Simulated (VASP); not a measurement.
# Ni (Im-3m) in VASP: a series of runs, part 2 of 2

VASP 6.6.1. The steps go on from the part before.

**3. Single point, PBEsol, collinear spin, ferromagnetic start (Ti replaced by Ni, lengths x 0.865, strained)**

File INCAR:

```
ALGO = Normal
EDIFF = 1E-6
ENCUT = 520
GGA = PS
ISIF = 2
ISMEAR = 0
ISPIN = 2
LASPH = True
LCHARG = True
LELF = True
LMAXMIX = 4
LORBIT = 11
LREAL = False
LVHAR = True
LWAVE = False
MAGMOM = 0.65
NBANDS = 15
NELM = 150
PREC = Accurate
SIGMA = 0.1
```

File KPOINTS:

```
k-points
0
Gamma
  20 20 20
```

File POSCAR:

```
Ni
1.0
   -1.3961573847      1.3961573847      1.3961573847
    1.3961573847     -1.3961573847      1.3961573847
    1.3961573847      1.3961573847     -1.3961573847
Ni
1
Direct
    0.0000000000      0.0000000000      0.0000000000
```

Potentials or basis: VASP PAW PBE potentials, release 64 (Ni).

The run is started by

```
$ cat potpaw_PBE.64/Ni/POTCAR > POTCAR
$ mpirun -np 1 vasp_std > vasp.out
```

OUTCAR:

```text
EDIFF = 1E-6
   ENCUT = 520
   GGA = PS
   ISIF = 2
   ISMEAR = 0
   ISPIN = 2
   LASPH = True
   LORBIT = 11
   LREAL = False
   NELM = 150
   PREC = Accurate

 ion  position               nearest neighbor table
   1  0.000  0.000  0.000-

  LATTYP: Found a body centered cubic cell.
 ALAT       =     2.7923147694

  Lattice vectors:

 A1 = (  -1.3961573847,   1.3961573847,   1.3961573847)
 A2 = (   1.3961573847,  -1.3961573847,   1.3961573847)
 A3 = (   1.3961573847,   1.3961573847,  -1.3961573847)

Analysis of symmetry for initial positions (statically):
=====================================================================
 Subroutine PRICEL returns:
 Original cell was already a primitive cell.

 Routine SETGRP: Setting up the symmetry group for a
 body centered cubic supercell.

 Subroutine GETGRP returns: Found 48 space group operations
 (whereof 48 operations were pure point group operations)
 out of a pool of 48 trial point group operations.

The static configuration has the point symmetry O_h .

Analysis of symmetry for dynamics (positions and initial velocities):
=====================================================================
 Subroutine PRICEL returns:
 Original cell was already a primitive cell.

 Routine SETGRP: Setting up the symmetry group for a
 body centered cubic supercell.

 Subroutine GETGRP returns: Found 48 space group operations
 (whereof 48 operations were pure point group operations)
 out of a pool of 48 trial point group operations.

The dynamic configuration has the point symmetry O_h .

Analysis of structural, dynamic, and magnetic symmetry:
=====================================================================
 Subroutine PRICEL returns:
 Original cell was already a primitive cell.

 Routine SETGRP: Setting up the symmetry group for a
 body centered cubic supercell.

 Subroutine GETGRP returns: Found 48 space group operations
 (whereof 48 operations were pure point group operations)
 out of a pool of 48 trial point group operations.

The overall configuration has the point symmetry O_h .

 Subroutine INISYM returns: Found 48 space group operations
[... 154 lines left out ...]

 k-point     1 :       0.0000    0.0000    0.0000
  band No.  band energies     occupation
      1       0.1228      1.00000
      2       6.7586      1.00000
      3       6.7586      1.00000
      4       6.7586      1.00000
      5       8.1828      1.00000
      6       8.1828      1.00000
      7      35.4797      0.00000
      8      35.4797      0.00000
      9      35.4797      0.00000
     10      40.3603      0.00000
     11      40.3603      0.00000
     12      41.3087      0.00000
     13      41.3087      0.00000
     14      41.3087      0.00000
[... 403 lines left out ...]
      4       7.9222      1.00000
      5       8.2818      1.00000
      6       8.4892      1.00000
      7      22.3949      0.00000
      8      27.3393      0.00000
      9      30.6333      0.00000
     10      34.8652      0.00000
     11      39.0111      0.00000
     12      40.6795      0.00000
     13      46.9385      0.00000
     14      48.9452      0.00000
     15      52.8353      0.00000

 [... further k-points ...]

 spin component 2

 k-point     1 :       0.0000    0.0000    0.0000
  band No.  band energies     occupation
      1       0.1288      1.00000
      2       7.4232      1.00000
      3       7.4232      1.00000
      4       7.4232      1.00000
      5       8.6889      1.00000
      6       8.6889      1.00000
      7      35.4079      0.00000
      8      35.4079      0.00000
      9      35.4079      0.00000
     10      40.3195      0.00000
     11      40.3195      0.00000
     12      41.4882      0.00000
     13      41.4882      0.00000
     14      41.4882      0.00000
[... 403 lines left out ...]
      4       8.4741      1.00000
      5       8.8381      0.99890
      6       9.1370      0.12213
      7      22.5532      0.00000
      8      27.4221      0.00000
      9      30.7243      0.00000
     10      34.9149      0.00000
     11      39.0922      0.00000
     12      40.7300      0.00000
     13      46.9689      0.00000
     14      49.0178      0.00000
     15      52.9307      0.00000

 [... further k-points ...]
[... 5 lines left out ...]
  --------------------------------------------------------------------------------------
  -------------------------------------------------------------------------------------
  Total       -0.5371123     -0.5371123     -0.5371123      0.0000000     -0.0000000     -0.0000000
  in kB      -79.0519424    -79.0519424    -79.0519424      0.0000000     -0.0000000     -0.0000000
  external PRESSURE =     -79.0519424 kB  Pullay stress =       0.0000000 kB

 VOLUME and BASIS-vectors are now :
 -----------------------------------------------------------------------------
  energy-cutoff  :      520.00
  volume of cell :       10.89
      direct lattice vectors                 reciprocal lattice vectors
    -1.396157385  1.396157385  1.396157385     0.000000000  0.358125814  0.358125814
     1.396157385 -1.396157385  1.396157385     0.358125814  0.000000000  0.358125814
     1.396157385  1.396157385 -1.396157385     0.358125814  0.358125814  0.000000000

 POSITION                                       TOTAL-FORCE (eV/Angst)
 -----------------------------------------------------------------------------------
      0.00000      0.00000      0.00000         0.000000      0.000000     -0.000000
 -----------------------------------------------------------------------------------
    total drift:                                0.000000      0.000000      0.000000

  FREE ENERGIE OF THE ION-ELECTRON SYSTEM (eV)
  ---------------------------------------------------
  free  energy   TOTEN  =        -6.0266397756 eV

  energy  without entropy=       -6.0190440286  energy(sigma->0) =       -6.02284190

 total charge

# of ion       s       p       d       tot
------------------------------------------
    1        0.494   0.493   8.329   9.316

 magnetization (x)

# of ion       s       p       d       tot
------------------------------------------
    1       -0.004  -0.016   0.590   0.570
```

OSZICAR:

```text
N       E                     dE             d eps       ncg     rms          rms(c)
DAV:   1     0.328035004407E+02    0.32804E+02   -0.42044E+03 16236   0.854E+02
DAV:   2    -0.568540649366E+01   -0.38489E+02   -0.35759E+02 17516   0.163E+02
DAV:   3    -0.716956410568E+01   -0.14842E+01   -0.14620E+01 18890   0.311E+01
DAV:   4    -0.717866793237E+01   -0.91038E-02   -0.91021E-02 18617   0.234E+00
DAV:   5    -0.717877890462E+01   -0.11097E-03   -0.11097E-03 19041   0.230E-01    0.102E+01
DAV:   6    -0.638906480580E+01    0.78971E+00   -0.14478E+01 22346   0.416E+01    0.583E+00
DAV:   7    -0.604454984711E+01    0.34451E+00   -0.25316E+00 20841   0.156E+01    0.186E+00
DAV:   8    -0.602924423302E+01    0.15306E-01   -0.33447E-02 20578   0.121E+00    0.858E-01
DAV:   9    -0.602715843359E+01    0.20858E-02   -0.16971E-03 24581   0.238E-01    0.256E-01
DAV:  10    -0.602665574535E+01    0.50269E-03   -0.37176E-04 25717   0.926E-02    0.579E-02
DAV:  11    -0.602663824747E+01    0.17498E-04   -0.94372E-05 22607   0.733E-02    0.173E-02
DAV:  12    -0.602663955563E+01   -0.13082E-05   -0.21601E-06 17252   0.130E-02    0.136E-02
DAV:  13    -0.602663977563E+01   -0.22000E-06   -0.14884E-06 13129   0.865E-03
   1 F= -.60266398E+01 E0= -.60228419E+01  d E =-.759575E-02  mag=     0.5644
```

stdout:

```text
POSCAR found type information on POSCAR Ni
 POSCAR found :  1 types and       1 ions
 scaLAPACK will be used
 -----------------------------------------------------------------------------
|                                                                             |
|                                                                             |
|     You enforced a specific xc type in the INCAR file but a different       |
|     I HOPE YOU KNOW WHAT YOU ARE DOING!                                     |
|                                                                             |
 -----------------------------------------------------------------------------

 LDA part: xc-table for (Slater+PW92), standard interpolation
 POSCAR, INCAR and KPOINTS ok, starting setup
 FFT: planning ... GRIDC
 FFT: planning ... GRID_SOFT
 FFT: planning ... GRID
 WAVECAR not read
 entering main loop
```

It took 93 s on 1 thread of Intel Xeon 8259CL, shared host; peak memory 0.18 GiB.

Results:

```
Free energy                                           : -6.0266 eV
Pressure                                              : -7.9 GPa
Net moment                                            : 0.56 μB per cell
Site moments                                          : Ni +0.57 μB
Valence electrons inside the program's atomic spheres : Ni 9.32
```

Levels at points of the mesh, in eV from the Fermi level:
Spin up:
| k point | band 3 | band 4 | band 5 | band 6 | band 7 | band 8 |
| --- | --- | --- | --- | --- | --- | --- |
| (0.00, 0.00, 0.00) | -2.30 | -2.30 | -0.87 | -0.87 | 26.43 | 26.43 |
| (0.50, 0.00, 0.00) | -0.96 | -0.72 | -0.05 | 0.23 | 6.45 | 19.07 |
| (0.50, 0.50, 0.50) | -0.27 | -0.27 | -0.27 | 9.72 | 9.72 | 9.72 |
Spin down:
```csv
k point,band 3,band 4,band 5,band 6,band 7,band 8
"(0.00, 0.00, 0.00)",-1.63,-1.63,-0.37,-0.37,26.35,26.35
"(0.50, 0.00, 0.00)",-0.39,-0.20,0.22,0.71,6.81,19.03
"(0.50, 0.50, 0.50)",0.48,0.48,0.48,9.77,9.77,9.77
```

Caveat: the cell differs from its parent crystal (Ti replaced by Ni, lengths x 0.865, strained); the cell stands under tension; the PAW data sets were made with another functional, which shifts forces and pressure a little.
